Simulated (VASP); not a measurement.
A run of VASP 6.6.1 is set up as follows.

Contents of INCAR:

```
SYSTEM = Te
ALGO     = Normal         ! electronic algorithm
EDIFF    = 1E-7           ! SCF threshold, eV
ENCUT    = 520            ! plane-wave cutoff, eV
ISIF     = 2              ! what is computed and relaxed
ISMEAR   = -1             ! smearing method
LASPH    = .TRUE.         ! aspherical terms in the spheres
LCHARG   = .TRUE.         ! write CHGCAR
LELF     = .TRUE.         ! ELF
LREAL    = .FALSE.        ! projectors in reciprocal space
LVHAR    = .TRUE.       
LWAVE    = .FALSE.        ! write WAVECAR
NBANDS   = 16             ! bands
NELM     = 100            ! most SCF steps
PREC     = Accurate       ! precision mode
SIGMA    = 0.05           ! smearing width, eV
```

Contents of KPOINTS:

```
k-points
0
G
  8 8 8
  0 0 0
```

POSCAR

```
Te
1.0
    4.2621412146     -2.3869037689      0.0000000000
    4.2621412146      2.3869037689      0.0000000000
   -0.1313139325      0.0000000000      3.9835583797
Te
3
Direct
    0.6760000000      0.6760000000      0.6750000000
    0.3240000000      0.3240000000      0.3250000000
    0.0000000000      0.0000000000      0.0000000000
```

Potentials or basis: VASP PAW LDA potentials, release 64 (Te).

Run with:

```console
$ cat potpaw_LDA.64/Te/POTCAR > POTCAR
$ mpirun -np 1 vasp_std > vasp.out
```

**Question.** What does it give for the pressure?

**Answer.** 3.2 GPa.

**Question.** Estimate the band gap on the k mesh.

**Answer.** Zero (bands 9 and 10 overlap by 3.31 eV).

**Question.** Predict the largest force.

**Answer.** 0.409 eV/Å.

Forces in eV/Å, atoms in the order of the input:
```
Te  -0.363  0.000 -0.189
Te   0.363  0.000  0.189
Te   0.000  0.000  0.000
```

Caveat: the cell stands under pressure; spin-orbit coupling is left out, which moves the levels of the heavy elements.
